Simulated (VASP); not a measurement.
# Li5C (P-6m2) in VASP: single point with PBE

Aim: the single point of Li5C with PBE.

Everything below comes from runs of VASP 6.6.1. Logs are shortened: lines on timing, memory, paths and dates and some standing lists are left out, and cuts for length are marked.

## Step 1: The cell of the first run

The structure is hexagonal, space group P-6m2 (No. 187). The conventional cell has a = 4.914 Å, b = 4.914 Å, c = 4.001 Å, α = 90.00°, β = 90.00°, γ = 120.00°. Li (site symmetry -6m2) has 2 Li at 2.00 Å within 2.7 Å. Within 2.2 Å of Li (site symmetry mm2) lie 1 C at 1.68 Å and 2 Li at 2.00 Å. Li (site symmetry -6m2) has 8 Li at 2.00 to 2.47 Å within 2.7 Å. C (site symmetry -6m2) has 3 Li at 1.68 Å within 2.2 Å.

The cell was generated, and may not be a known phase.

## Step 2: Single point, PBE

The input, INCAR:

```
SYSTEM = Li5C
  PREC = Accurate
  ENCUT = 1300
  EDIFF = 1E-6
  ISMEAR = 0
  SIGMA = 0.1
  LREAL = .False.
  LASPH = .True.
  NELM = 120
  ALGO = Normal
  ISIF = 2
  LWAVE = .False.
  LCHARG = .False.
  GGA = PE
  NBANDS = 18
  GGA_COMPAT = .False.
```

The input, KPOINTS:

```
regular mesh
0
Gamma
  6 6 4
  0 0 0
```

The input, POSCAR:

```
Li5C
1.0
    4.9141947600      0.0000000000      0.0000000000
   -2.4570973800      4.2558175000      0.0000000000
    0.0000000000      0.0000000000      4.0005939800
Li C
5 1
Direct
    0.0000000000      0.0000000000      0.5000000000
    0.5311347300      0.4688652700      0.0000000000
    0.5311347300      0.0622694600      0.0000000000
    0.9377305400      0.4688652700      0.0000000000
    0.0000000000      0.0000000000      0.0000000000
    0.3333333300      0.6666666700      0.0000000000
```

Potentials or basis: VASP PAW PBE potentials, release 64 (Li_sv, C_h).

Run with:

```
> cat potpaw_PBE.64/Li_sv/POTCAR potpaw_PBE.64/C_h/POTCAR > POTCAR
> mpirun -np 1 vasp_std > vasp.out
```

OUTCAR:

```text
SYSTEM = Li5C
   PREC = Accurate
   ENCUT = 1300
   EDIFF = 1E-6
   ISMEAR = 0
   LREAL = .False.
   LASPH = .True.
   NELM = 120
   ISIF = 2
   GGA = PE

 ion  position               nearest neighbor table
   1  0.000  0.000  0.500-   5 2.00   5 2.00
   2  0.531  0.469  0.000-   6 1.68   3 2.00   4 2.00   5 2.47   5 2.47
   3  0.531  0.062  0.000-   6 1.68   4 2.00   2 2.00   5 2.47   5 2.47
   4  0.938  0.469  0.000-   6 1.68   3 2.00   2 2.00   5 2.47   5 2.47
   5  0.000  0.000  0.000-   1 2.00   1 2.00   4 2.47   2 2.47   2 2.47   4 2.47   3 2.47   3 2.47

   6  0.333  0.667  0.000-   3 1.68   4 1.68   2 1.68

  LATTYP: Found a hexagonal cell.
 ALAT       =     4.9141947600
 C/A-ratio  =     0.8140894237

  Lattice vectors:

 A1 = (   4.9141947600,   0.0000000000,   0.0000000000)
 A2 = (  -2.4570973800,   4.2558175000,   0.0000000000)
 A3 = (   0.0000000000,   0.0000000000,   4.0005939800)

Analysis of symmetry for initial positions (statically):
=====================================================================
 Subroutine PRICEL returns:
 Original cell was already a primitive cell.

 Routine SETGRP: Setting up the symmetry group for a
 hexagonal supercell.

 Subroutine GETGRP returns: Found 12 space group operations
 (whereof 12 operations were pure point group operations)
 out of a pool of 24 trial point group operations.

The static configuration has the point symmetry D_3h.

Analysis of symmetry for dynamics (positions and initial velocities):
=====================================================================
 Subroutine PRICEL returns:
 Original cell was already a primitive cell.

 Routine SETGRP: Setting up the symmetry group for a
 hexagonal supercell.

 Subroutine GETGRP returns: Found 12 space group operations
 (whereof 12 operations were pure point group operations)
 out of a pool of 24 trial point group operations.

The dynamic configuration has the point symmetry D_3h.

 Subroutine INISYM returns: Found 12 space group operations
 (whereof 12 operations are pure point group operations),
 and found     1 'primitive' translations

----------------------------------------------------------------------------------------

                                     Primitive cell

  volume of cell :      83.6681

  direct lattice vectors                    reciprocal lattice vectors
     4.914194760  0.000000000  0.000000000     0.203492138  0.117486241  0.000000000
    -2.457097380  4.255817500  0.000000000     0.000000000  0.234972482  0.000000000
[... 95 lines left out ...]
   ISIF   =      2    stress and relaxation
   ISYM   =      2    0-nonsym 1-usesym 2-fastsym
   POTIM  = 0.5000    time-step for ionic-motion
   TEBEG  =    0.0;   TEEND  =   0.0 temperature during run
   PSTRESS=    0.0 pullay stress
   NELECT =      19.0000    total number of electrons
   NUPDOWN=      -1.0000    fix difference up-down
   EMIN   =  10.00;   EMAX   =-10.00  energy-range for DOS
   EFERMI =   0.00;   METHOD = LEGACY
   ISMEAR =     0;   SIGMA  =   0.10  broadening in eV -4-tet -1-fermi 0-gaus
   EFERMI_NEDOS =   21; number of points for ismear=-14 and -15
   IALGO  =     38    algorithm
   IMIX   =      4    mixing-type and parameters
     AMIX     =   0.40;   BMIX     =  1.00
     AMIX_MAG =   1.60;   BMIX_MAG =  1.00
  volume/ion in A,a.u.               =      13.94        94.10
  Fermi-wavevector in a.u.,A,eV,Ry     =   0.998787  1.887433 13.572830  0.997575
  Thomas-Fermi vector in A             =   2.131033
   LORBIT       =      0    0 simple, 1 ext, 2 COOP (PROOUT), +10 PAW based schemes
   GGA     = PE    functional components
   LHFCALC =     F    Hartree Fock is set to
   AEXX    =    0.0000 exact exchange contribution
   IVDW    =     0    specifies the selected vdW correction
   LEPSILON=     F    determine dielectric tensor
   LRPA    =     F    only Hartree local field effects (RPA)
 non-spin polarized calculation
 Gauss-broadening in eV      SIGMA  =   0.10
  energy-cutoff  :     1300.00
  volume of cell :       83.67
 maximum number of plane-waves:      8943
 NGX is ok and might be reduce to    60
   NGX = 29   NGY = 29   NGZ = 23

 number of electron      19.0000000 magnetization

 Free energy of the ion-electron system (eV)
  ---------------------------------------------------
  ext. energy  EPLUGINS =         0.00000000
  ---------------------------------------------------
  free energy    TOTEN  =       -10.76621330 eV

  energy without entropy =      -10.73771640  energy(sigma->0) =      -10.75196485

 E-fermi :   1.4837     XC(G=0):  -7.9484

 val. band max:        1.4787438554   @ k =   0.3333   0.1667   0.2500
 cond. band min:       1.4939293466   @ k =   0.3333   0.0000   0.0000
 fundamental gap:      0.0151854912
 Fermi energy:         1.4837244518

 k-point     1 :       0.0000    0.0000    0.0000
  band No.  band energies     occupation
      1     -46.4580      2.00000
      2     -45.6935      2.00000
      3     -44.4992      2.00000
      4     -44.2228      2.00000
      5     -44.2228      2.00000
      6      -7.3196      2.00000
[... 418 lines left out ...]
      5     -44.2224      2.00000
      6      -7.0051      2.00000
[... 10 lines left out ...]
     17       9.3048      0.00000
     18       9.9962      0.00000

------------------------ aborting loop because EDIFF is reached ----------------------------------------

  FORCE on cell =-STRESS in cart. coord.  units (eV):
  Direction    XX          YY          ZZ          XY          YZ          ZX
  --------------------------------------------------------------------------------------
  -------------------------------------------------------------------------------------
  Total        8.9719929      8.9719929      4.2575167     -0.0000000      0.0000000      0.0000000
  in kB      171.8065293    171.8065292     81.5280586     -0.0000000      0.0000000      0.0000000
  external PRESSURE =     141.7137057 kB  Pullay stress =       0.0000000 kB

 VOLUME and BASIS-vectors are now :
 -----------------------------------------------------------------------------
  energy-cutoff  :     1300.00
  volume of cell :       83.67
      direct lattice vectors                 reciprocal lattice vectors
     4.914194760  0.000000000  0.000000000     0.203492138  0.117486241  0.000000000
    -2.457097380  4.255817500  0.000000000     0.000000000  0.234972482  0.000000000
     0.000000000  0.000000000  4.000593980     0.000000000  0.000000000  0.249962882

 POSITION                                       TOTAL-FORCE (eV/Angst)
 -----------------------------------------------------------------------------------
      0.00000      0.00000      2.00030         0.000000      0.000000      0.000000
      1.45805      1.99541      0.00000        -0.157753      0.091079     -0.000000
      2.45710      0.26501      0.00000         0.000000     -0.182158      0.000000
      3.45614      1.99541      0.00000         0.157753      0.091079     -0.000000
      0.00000      0.00000      0.00000         0.000000      0.000000      0.000000
     -0.00000      2.83721      0.00000         0.000000      0.000000      0.000000
 -----------------------------------------------------------------------------------
    total drift:                                0.000009     -0.000005     -0.000000

  FREE ENERGIE OF THE ION-ELECTRON SYSTEM (eV)
  ---------------------------------------------------
  free  energy   TOTEN  =       -10.7662133007 eV

  energy  without entropy=      -10.7377164015  energy(sigma->0) =      -10.75196485
```

Run time: 82 s. Hardware: 1 thread of Intel Xeon Platinum 8559C (Emerald Rapids), shared host; peak memory 0.47 GiB.

What came out:

| Quantity | Value |
| --- | --- |
| Free energy | -10.7662 eV |
| Pressure | 14.2 GPa |
| Largest force | 0.182 eV/Å |
| Band gap on the k mesh | zero (an odd number of electrons rules out a gap without spin polarisation) |

Forces in eV/Å, atoms in the order of the input:
```
Li   0.000  0.000  0.000
Li  -0.158  0.091  0.000
Li   0.000 -0.182  0.000
Li   0.158  0.091  0.000
Li   0.000  0.000  0.000
C    0.000  0.000  0.000
```

Stress tensor (GPa, compression positive):
```
17.18  0.00  0.00
 0.00 17.18  0.00
 0.00  0.00  8.15
```

Caveat: the k points lie up to 0.39 Å⁻¹ apart, too coarse for converged energies and pressures of a metal.
